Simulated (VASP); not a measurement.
Write the native input for VASP 6.6.1 that does the following.

* Task: single point
* Functional: LDA
* Potentials or basis: VASP PAW LDA potentials, release 64 (Al, Au)
* Cutoff: 520 eV
* k mesh: 16 × 16 × 16
* Occupations: gaussian, width 0.15 eV
* Spin: no spin polarisation
* Dipole correction: no
* Further INCAR settings: ALGO = Fast; EDIFF = 1e-07; NBANDS = 20

The structure of AlAu2 lies in POSCAR:

```
AlAu2
1.0
   -1.6193000000      1.6193000000      4.5596000000
    1.6193000000     -1.6193000000      4.5596000000
    1.6193000000      1.6193000000     -4.5596000000
Al Au
1 2
Direct
    0.0000000000      0.0000000000      0.0000000000
    0.6570428093      0.6570428093      0.0000000000
    0.3429571907      0.3429571907      0.0000000000
```

The input as run:

INCAR

```
PREC     = Accurate       # precision mode
ENCUT    = 520            # plane-wave cutoff, eV
EDIFF    = 1E-7           # SCF threshold, eV
ISMEAR   = 0              # smearing method
SIGMA    = 0.15           # smearing width, eV
LREAL    = False          # projectors in reciprocal space
LASPH    = True           # aspherical terms in the spheres
NELM     = 100            # most SCF steps
ALGO     = Fast           # electronic algorithm
ISIF     = 2              # what is computed and relaxed
LWAVE    = False          # write WAVECAR
LCHARG   = True           # write CHGCAR
GGA      = CA             # functional
LELF     = True           # ELF
LVHAR    = True         
NBANDS   = 20             # bands
```

KPOINTS

```
Automatic mesh
0
Gamma
  16 16 16
```

Potentials or basis: VASP PAW LDA potentials, release 64 (Al, Au).

The run is started by

```bash
$ cat potpaw_LDA.64/Al/POTCAR potpaw_LDA.64/Au/POTCAR > POTCAR
$ mpirun -np 1 vasp_std > vasp.out
```

It gave:

- Pressure: -2.2 GPa
- Largest force: 0.477 eV/Å
- Band gap on the k mesh: zero (an odd number of electrons rules out a gap without spin polarisation)

Caveat: the stress differs along the axes, from -6 to -0 GPa; spin-orbit coupling is left out, which moves the levels of the heavy elements.

It took 5.2 min on 1 thread of Intel(R) Xeon(R) 6975P-C (Granite Rapids), with other jobs on the host, peak memory 0.43 GiB.
